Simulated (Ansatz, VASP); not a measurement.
# AlGa2As3: VASP beside Ansatz

Contents of INCAR:

```
PREC = Accurate ; ENCUT = 520
EDIFF = 1E-6 ; ISMEAR = 0
SIGMA = 0.1 ; LREAL = False
LASPH = True ; NELM = 80
ALGO = Normal ; ISIF = 2
LWAVE = False ; LCHARG = True
GGA = PE ; LELF = True
LVHAR = True ; NBANDS = 31
```

The input KPOINTS:

```
regular mesh
0
Gamma
  3 3 6
```

Contents of POSCAR:

```
AlGa2As3
1.0
    6.1989793300      0.0000000000      0.0000000000
   -3.0994896700      5.3684735800      0.0000000000
    0.0000000000      0.0000000000      3.5667792900
Al Ga As
1 2 3
Direct
    0.0000000000      0.0000000000      0.5000000000
    0.3333333300      0.6666666700      0.5000000000
    0.6666666700      0.3333333300      0.5000000000
    0.0000000000      0.5000000000      0.0000000000
    0.5000000000      0.0000000000      0.0000000000
    0.5000000000      0.5000000000      0.0000000000
```

Input for Ansatz:

```yaml
crystal:
  lattice:
    - [6.19897933, 0.0, 0.0]
    - [-3.09948967, 5.36847358, 0.0]
    - [0.0, 0.0, 3.56677929]
  atoms:
    - { symbol: Al, position: [0.0, 0.0, 0.5] }
    - { symbol: Ga, position: [0.33333333, 0.66666667, 0.5] }
    - { symbol: Ga, position: [0.66666667, 0.33333333, 0.5] }
    - { symbol: As, position: [0.0, 0.5, 0.0] }
    - { symbol: As, position: [0.5, 0.0, 0.0] }
    - { symbol: As, position: [0.5, 0.5, 0.0] }
basis:
  ecutwfc: 420
kpoints:
  mp_grid: { grid: [3, 3, 6] }
hamiltonian:
  xc: pbe
scf:
  occupations: { method: gaussian, width: 0.1 }
  lower_state_search: "off"
output:
  forces: true
  stress: true
  eigenvalues: true
```

Change from the starting cell: species swapped into the SmB2Ir3 type (P6/mmm, No. 191).

Alike in both runs: task single point; functional PBE; k mesh 3 × 3 × 6; occupations gaussian, width 0.1 eV; no spin polarisation.

|  | VASP | Ansatz |
| --- | --- | --- |
| version | VASP 6.6.1 | Ansatz 0.2.0 |
| potentials or method | VASP PAW PBE potentials, release 64 (Al, Ga_d, As), cutoff 520 eV | scalar-relativistic, plane waves, PAW |
| valence electrons in the cell | 44 | 74 |

```tsv
	VASP	Ansatz	Ansatz less VASP
gap on the k mesh at the Fermi level (eV)	none	none	-
pressure (GPa)	10.7	10.5	-0.22
traceless stress, the component that is largest in VASP (GPa)	-1.31	-1.36	-0.051
```

A gap of «none» marks a metal or a gap that the smearing closes. The functional is the same, so the differences come from potentials, cutoffs and numerics. VASP's potentials hold 44 valence electrons a cell and Ansatz's 74, so a difference there can come from the potentials and not from the codes.

The k mesh is coarse, so the values compare programs but aren't converged.
